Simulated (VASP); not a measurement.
# Ru (P2_1/m) in VASP: single point with LDA

Aim: the single point of Ru with LDA.

Everything below comes from runs of VASP 6.6.1. Logs are shortened: lines on timing, memory, paths and dates and some standing lists are left out, and cuts for length are marked.

## Step 1: The cell of the first run

Symmetry: P2_1/m, No. 11, monoclinic system. The conventional cell has a = 2.674 Å, b = 4.227 Å, c = 2.674 Å, α = 90.00°, β = 120.00°, γ = 90.00°. Within 3.4 Å of Ru (site symmetry m) lie 12 Ru at 2.56 to 2.69 Å.

## Step 2: Single point, LDA (atoms displaced along a vibrational mode)

The input, INCAR:

```
ALGO     = Fast           # electronic algorithm
EDIFF    = 1E-6           # SCF threshold, eV
ENCUT    = 520            # plane-wave cutoff, eV
ISIF     = 2              # what is computed and relaxed
ISMEAR   = 0              # smearing method
LASPH    = T              # aspherical terms in the spheres
LCHARG   = F              # write CHGCAR
LREAL    = F              # projectors in reciprocal space
LWAVE    = F              # write WAVECAR
NBANDS   = 21             # bands
NELM     = 80             # most SCF steps
PREC     = Accurate       # precision mode
SIGMA    = 0.15           # smearing width, eV
```

The input, KPOINTS:

```
k-points
0
Gamma
  21 21 10
```

The input, POSCAR:

```
Ru
1.0
    2.6740588025      0.0000000000      0.0000000000
   -1.3370294013      2.3158028542      0.0000000000
    0.0000000000      0.0000000000      4.2267610266
Ru
2
Direct
    0.3259521410      0.6868324592      0.2500000000
    0.6740478590      0.3131675408      0.7500000000
```

Potentials or basis: VASP PAW LDA potentials, release 64 (Ru_pv).

Started as:

```
cat potpaw_LDA.64/Ru_pv/POTCAR > POTCAR
mpirun -np 1 vasp_std > vasp.out
```

OUTCAR:

```text
EDIFF = 1E-6
   ENCUT = 520
   ISIF = 2
   ISMEAR = 0
   LASPH = T
   LREAL = F
   NELM = 80
   PREC = Accurate

 ion  position               nearest neighbor table
   1  0.326  0.687  0.250-   2 2.56   2 2.56   2 2.60   2 2.60   2 2.69   2 2.69
   2  0.674  0.313  0.750-   1 2.56   1 2.56   1 2.60   1 2.60   1 2.69   1 2.69

  LATTYP: Found a hexagonal cell.
 ALAT       =     2.6740588025
 C/A-ratio  =     1.5806537323

  Lattice vectors:

 A1 = (   2.6740588025,   0.0000000000,   0.0000000000)
 A2 = (  -1.3370294013,   2.3158028542,   0.0000000000)
 A3 = (   0.0000000000,   0.0000000000,   4.2267610266)

Analysis of symmetry for initial positions (statically):
=====================================================================
 Subroutine PRICEL returns:
 Original cell was already a primitive cell.

 Routine SETGRP: Setting up the symmetry group for a
 hexagonal supercell.

 Subroutine GETGRP returns: Found  4 space group operations
 (whereof  2 operations were pure point group operations)
 out of a pool of 24 trial point group operations.

The static configuration has the point symmetry S_2 .
 The point group associated with its full space group is C_2h.

Analysis of symmetry for dynamics (positions and initial velocities):
=====================================================================
 Subroutine PRICEL returns:
 Original cell was already a primitive cell.

 Routine SETGRP: Setting up the symmetry group for a
 hexagonal supercell.

 Subroutine GETGRP returns: Found  4 space group operations
 (whereof  2 operations were pure point group operations)
 out of a pool of 24 trial point group operations.

The dynamic configuration has the point symmetry S_2 .
 The point group associated with its full space group is C_2h.

 Subroutine INISYM returns: Found  4 space group operations
 (whereof  2 operations are pure point group operations),
 and found     1 'primitive' translations

----------------------------------------------------------------------------------------

                                     Primitive cell

  volume of cell :      26.1746

  direct lattice vectors                    reciprocal lattice vectors
     2.674058802  0.000000000  0.000000000     0.373963355  0.215907843  0.000000000
    -1.337029401  2.315802854  0.000000000     0.000000000  0.431815687  0.000000000
     0.000000000  0.000000000  4.226761027     0.000000000  0.000000000  0.236587778

  length of vectors
     2.674058802  2.674058803  4.226761027     0.431815687  0.431815687  0.236587778

  position of ions in fractional coordinates (direct lattice)
     0.325952141  0.686832459  0.250000000
     0.674047859  0.313167541  0.750000000

  ion indices of the primitive-cell ions
   primitive index   ion index
                 1           1
                 2           2

----------------------------------------------------------------------------------------

 KPOINTS: k-points

Automatic generation of k-mesh.
 Grid dimensions read from file:
 generate k-points for:   21   21   10

 Generating k-lattice:

  Cartesian coordinates                     Fractional coordinates (reciprocal lattice)
     0.017807779  0.010281326  0.000000000     0.047619048 -0.000000000  0.000000000
     0.000000000  0.020562652  0.000000000     0.000000000  0.047619048  0.000000000
     0.000000000  0.000000000  0.023658778     0.000000000  0.000000000  0.100000000

  Length of vectors
     0.020562652  0.020562652  0.023658778

  Shift w.r.t. Gamma in fractional coordinates (k-lattice)
     0.000000000  0.000000000  0.000000000

 Subroutine IBZKPT returns following result:
 ===========================================

 Found   1326 irreducible k-points:

 Following reciprocal coordinates:
            Coordinates               Weight
  0.000000  0.000000  0.000000      1.000000
  0.047619 -0.000000  0.000000      2.000000
  0.000000  0.047619  0.000000      2.000000
 -0.047619  0.047619  0.000000      2.000000
  0.095238 -0.000000  0.000000      2.000000
  0.000000  0.095238  0.000000      2.000000
[... 16 lines left out ...]
  0.380952 -0.000000  0.000000      2.000000
  0.000000  0.380952  0.000000      2.000000
 [... further k-points ...]
   k-points           NKPTS =   1326   k-points in BZ     NKDIM =   1326   number of bands    NBANDS=     21
   number of dos      NEDOS =    301   number of ions     NIONS =      2
   total plane-waves  NPLWV =  12800
   dimension x,y,z NGX =    20 NGY =   20 NGZ =   32
   dimension x,y,z NGXF=    40 NGYF=   40 NGZF=   64
   ions per type =               2
   NGX,Y,Z   is equivalent  to a cutoff of  12.43, 12.43, 12.59 a.u.
   NGXF,Y,Z  is equivalent  to a cutoff of  24.87, 24.87, 25.17 a.u.
 SYSTEM =  unknown system
   PREC   = accura    normal or accurate (medium, high low for compatibility)
   ISTART =      0    job   : 0-new  1-cont  2-samecut
   ICHARG =      2    charge: 1-file 2-atom 10-const
   ISPIN  =      1    spin polarized calculation?
   LNONCOLLINEAR =      F non collinear calculations
   LSORBIT =      F    spin-orbit coupling
   LASPH  =      T    aspherical Exc in radial PAW
   ENCUT  =  520.0 eV  38.22 Ry    6.18 a.u.   4.97  4.97  7.86*2*pi/ulx,y,z
   NELM   =     80;   NELMIN=  2; NELMDL= -5     # of ELM steps
   EDIFF  = 0.1E-05   stopping-criterion for ELM
   LREAL  =      F    real-space projection
   EDIFFG = 0.1E-04   stopping-criterion for IOM
   NSW    =      0    number of steps for IOM
   IBRION =     -1    ionic relax: 0-MD 1-quasi-New 2-CG
   NFREE  =      0    steps in history (QN), initial steepest desc. (CG)
   ISIF   =      2    stress and relaxation
   ISYM   =      2    0-nonsym 1-usesym 2-fastsym
   POTIM  = 0.5000    time-step for ionic-motion
   TEBEG  =    0.0;   TEEND  =   0.0 temperature during run
   PSTRESS=    0.0 pullay stress
   NELECT =      28.0000    total number of electrons
   NUPDOWN=      -1.0000    fix difference up-down
   EMIN   =  10.00;   EMAX   =-10.00  energy-range for DOS
   EFERMI =   0.00;   METHOD = LEGACY
   ISMEAR =     0;   SIGMA  =   0.15  broadening in eV -4-tet -1-fermi 0-gaus
   EFERMI_NEDOS =   21; number of points for ismear=-14 and -15
   IALGO  =     68    algorithm
   IMIX   =      4    mixing-type and parameters
     AMIX     =   0.40;   BMIX     =  1.00
     AMIX_MAG =   1.60;   BMIX_MAG =  1.00
  volume/ion in A,a.u.               =      13.09        88.32
  Fermi-wavevector in a.u.,A,eV,Ry     =   1.674303  3.163974 38.141091  2.803291
  Thomas-Fermi vector in A             =   2.759122
   LORBIT       =      0    0 simple, 1 ext, 2 COOP (PROOUT), +10 PAW based schemes
   GGA     = CA    functional components
   LHFCALC =     F    Hartree Fock is set to
   AEXX    =    0.0000 exact exchange contribution
   IVDW    =     0    specifies the selected vdW correction
   LEPSILON=     F    determine dielectric tensor
   LRPA    =     F    only Hartree local field effects (RPA)
 non-spin polarized calculation
 RMM-DIIS sequential band-by-band and
 Gauss-broadening in eV      SIGMA  =   0.15
  energy-cutoff  :      520.00
  volume of cell :       26.17
 maximum number of plane-waves:       732
   NGX =  9   NGY =  9   NGZ = 15

 number of electron      27.9999994 magnetization

 Free energy of the ion-electron system (eV)
  ---------------------------------------------------
  ext. energy  EPLUGINS =         0.00000000
  ---------------------------------------------------
  free energy    TOTEN  =       -21.32836221 eV

  energy without entropy =      -21.30943028  energy(sigma->0) =      -21.31889624

 E-fermi :  13.3981     XC(G=0): -14.6055

 val. band max:       13.3966465729   @ k =   0.0476   0.2857  -0.1000
 cond. band min:      13.3984316318   @ k =   0.2857   0.2381   0.2000
 fundamental gap:      0.0017850589
 Fermi energy:        13.3980967716

 k-point     1 :       0.0000    0.0000    0.0000
  band No.  band energies     occupation
      1     -30.2366      2.00000
      2     -29.2022      2.00000
      3     -29.0979      2.00000
      4     -28.9747      2.00000
      5     -28.9440      2.00000
      6     -28.9001      2.00000
[... 13 lines left out ...]
     20      23.3361      0.00000
     21      24.1661      0.00000

 k-point     2 :       0.0476   -0.0000    0.0000
  band No.  band energies     occupation
      1     -30.2274      2.00000
      2     -29.2164      2.00000
      3     -29.1094      2.00000
      4     -28.9857      2.00000
      5     -28.9556      2.00000
      6     -28.9045      2.00000
[... 13 lines left out ...]
     20      23.3361      0.00000
     21      24.1521      0.00000

 k-point     3 :       0.0000    0.0476    0.0000
  band No.  band energies     occupation
      1     -30.2270      2.00000
      2     -29.2190      2.00000
      3     -29.1072      2.00000
      4     -28.9821      2.00000
      5     -28.9588      2.00000
      6     -28.9049      2.00000
[... 13 lines left out ...]
     20      23.3362      0.00000
     21      24.1515      0.00000

 k-point     4 :      -0.0476    0.0476    0.0000
  band No.  band energies     occupation
      1     -30.2287      2.00000
      2     -29.2082      2.00000
      3     -29.1180      2.00000
      4     -28.9935      2.00000
      5     -28.9473      2.00000
      6     -28.9031      2.00000
[... 13 lines left out ...]
     20      23.3413      0.00000
     21      24.1535      0.00000

 k-point     5 :       0.0952   -0.0000    0.0000
  band No.  band energies     occupation
      1     -30.2003      2.00000
      2     -29.2612      2.00000
      3     -29.1392      2.00000
      4     -29.0362      2.00000
      5     -28.9704      2.00000
      6     -28.9178      2.00000
[... 13 lines left out ...]
     20      23.3360      0.00000
     21      24.1064      0.00000

 k-point     6 :       0.0000    0.0952    0.0000
  band No.  band energies     occupation
      1     -30.1989      2.00000
      2     -29.2693      2.00000
      3     -29.1320      2.00000
      4     -29.0318      2.00000
      5     -28.9742      2.00000
      6     -28.9195      2.00000
[... 13 lines left out ...]
     20      23.3360      0.00000
     21      24.1045      0.00000

 k-point     7 :      -0.0952    0.0952    0.0000
  band No.  band energies     occupation
      1     -30.2056      2.00000
      2     -29.2263      2.00000
      3     -29.1759      2.00000
      4     -29.0475      2.00000
      5     -28.9568      2.00000
      6     -28.9119      2.00000
[... 13 lines left out ...]
     20      23.3360      0.00000
     21      24.1114      0.00000
[... 291 lines left out ...]
      1     -29.8613      2.00000
      2     -29.8015      2.00000
      3     -29.6029      2.00000
      4     -29.3371      2.00000
      5     -29.1145      2.00000
      6     -29.0611      2.00000
[... 13 lines left out ...]
     20      23.4879      0.00000
     21      25.2917      0.00000

 k-point    21 :       0.0000    0.3333    0.0000
  band No.  band energies     occupation
      1     -29.8376      2.00000
      2     -29.8097      2.00000
      3     -29.6112      2.00000
      4     -29.3271      2.00000
      5     -29.1398      2.00000
      6     -29.0560      2.00000
[... 13 lines left out ...]
     20      23.5280      0.00000
     21      25.2371      0.00000

 k-point    22 :      -0.3333    0.3333    0.0000
  band No.  band energies     occupation
      1     -29.9355      2.00000
      2     -29.7836      2.00000
      3     -29.5693      2.00000
      4     -29.3875      2.00000
      5     -29.0575      2.00000
      6     -29.0340      2.00000
[... 13 lines left out ...]
     20      23.3918      0.00000
     21      25.4292      0.00000

 k-point    23 :       0.3810   -0.0000    0.0000
  band No.  band energies     occupation
      1     -29.8988      2.00000
      2     -29.7773      2.00000
      3     -29.6966      2.00000
      4     -29.3674      2.00000
      5     -29.1732      2.00000
      6     -29.0780      2.00000
[... 13 lines left out ...]
     20      24.4095      0.00000
     21      24.4836      0.00000

 k-point    24 :       0.0000    0.3810    0.0000
  band No.  band energies     occupation
      1     -29.9048      2.00000
      2     -29.7421      2.00000
      3     -29.7077      2.00000
      4     -29.3578      2.00000
      5     -29.2103      2.00000
      6     -29.0720      2.00000
[... 13 lines left out ...]
     20      24.5216      0.00000
     21      24.6347      0.00000

 [... further k-points ...]

------------------------ aborting loop because EDIFF is reached ----------------------------------------

  FORCE on cell =-STRESS in cart. coord.  units (eV):
  Direction    XX          YY          ZZ          XY          YZ          ZX
  --------------------------------------------------------------------------------------
  -------------------------------------------------------------------------------------
  Total       -0.0670521      0.5341994      0.4879114      0.3127330      0.0000000      0.0000000
  in kB       -4.1043325     32.6989446     29.8656059     19.1427371      0.0000000      0.0000000
  external PRESSURE =      19.4867393 kB  Pullay stress =       0.0000000 kB

 VOLUME and BASIS-vectors are now :
 -----------------------------------------------------------------------------
  energy-cutoff  :      520.00
  volume of cell :       26.17
      direct lattice vectors                 reciprocal lattice vectors
     2.674058802  0.000000000  0.000000000     0.373963355  0.215907843  0.000000000
    -1.337029401  2.315802854  0.000000000     0.000000000  0.431815687  0.000000000
     0.000000000  0.000000000  4.226761027     0.000000000  0.000000000  0.236587778

 POSITION                                       TOTAL-FORCE (eV/Angst)
 -----------------------------------------------------------------------------------
     -0.04670      1.59057      1.05669         0.753992     -0.722445     -0.000000
      1.38373      0.72523      3.17007        -0.753992      0.722445      0.000000
 -----------------------------------------------------------------------------------
    total drift:                               -0.000000      0.000000     -0.000000

  FREE ENERGIE OF THE ION-ELECTRON SYSTEM (eV)
  ---------------------------------------------------
  free  energy   TOTEN  =       -21.3283622055 eV

  energy  without entropy=      -21.3094302765  energy(sigma->0) =      -21.31889624
```

It took 3.3 min on 1 thread of Intel Xeon 6975P-C (Granite Rapids), shared host; peak memory 0.61 GiB.

What came out:

* Free energy: -21.3284 eV
* Pressure: 1.9 GPa
* Largest force: 1.044 eV/Å
* Band gap on the k mesh: zero (bands 14 and 15 overlap by 3.36 eV)

Forces in eV/Å, atoms in the order of the input:
```
Ru   0.754 -0.722  0.000
Ru  -0.754  0.722  0.000
```

Stress tensor (GPa, compression positive):
```
-0.41  1.91  0.00
 1.91  3.27  0.00
 0.00  0.00  2.99
```

Caveat: the cell differs from its parent crystal (atoms displaced along a vibrational mode); forces of over 1 eV/Å act on the atoms, so gaps and moduli don't describe the material at rest.
